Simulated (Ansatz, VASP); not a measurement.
# Sb in VASP and in Ansatz

```
Sb
1.0
     2.18790    1.26319    3.84317
    -2.18790    1.26319    3.84317
     0.00000   -2.52637    3.84317
Sb
2
Cartesian
  0.0000 0.0000 2.6827
  0.0000 0.0000 8.8468
```

Alike in both runs: task single point; functional PBE; k mesh 9 × 9 × 9; occupations gaussian, width 1 eV; no spin polarisation.

```csv
,VASP,Ansatz
version,VASP 6.6.1,Ansatz 0.2.0
potentials or method,"VASP PAW PBE potentials, release 64 (Sb), cutoff 520 eV","plane waves (420 eV) with PAW, scalar-relativistic"
valence electrons in the cell,10,30
```

```tsv
	VASP	Ansatz	Ansatz less VASP
pressure (GPa)	0.4	0.4	-0.04
```

VASP's potentials hold 10 valence electrons a cell and Ansatz's 30, so a difference there can come from the potentials and not from the codes.

Neither program's run includes spin-orbit coupling.
